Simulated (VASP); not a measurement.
Crystal: Ca.

```
CELL_PARAMETERS angstrom
0.00000 2.40613 2.40613
2.40613 0.00000 2.40613
2.40613 2.40613 0.00000
ATOMIC_POSITIONS crystal
Ca 0.00000 0.00000 0.00000
```

```yaml
Program: VASP 6.6.1
Task: relaxation of cell and atoms
Functional: PBE
Potentials_or_basis: VASP PAW PBE potentials, release 64 (Ca_sv)
Cutoff: 500 eV
k_mesh: 6 × 6 × 6
Occupations: tetrahedron
Spin: no spin polarisation
```

At the start: pressure 13.8 GPa; volume 27.86 Å³/atom.

Task: Where does the relaxation end?

Result: Over 4 steps the energy falls by 450.3 meV/atom and the volume is 41.45 Å³/atom (+48.8 %); space group Fm-3m (No. 225, to 0.1 Å) before and after.

Step by step:
```csv
step,energy change (eV),largest force (eV/Å),pressure (GPa),volume (Å³)
1,0.0000,0.0000,13.82,27.86
2,-0.4352,0.0000,1.38,38.72
3,-0.4505,0.0000,-0.37,42.27
4,-0.4503,0.0000,-0.02,41.45
```

Final structure:
```
CELL_PARAMETERS angstrom
0.00000 2.74673 2.74673
2.74673 0.00000 2.74673
2.74673 2.74673 0.00000
ATOMIC_POSITIONS crystal
Ca 0.00000 0.00000 0.00000
```

Caveat: the k points lie up to 0.33 Å⁻¹ apart in the final cell; the volume moved by over 15 % at a fixed basis, so the end points are rough; tetrahedron occupations give inexact forces and stress in metals.
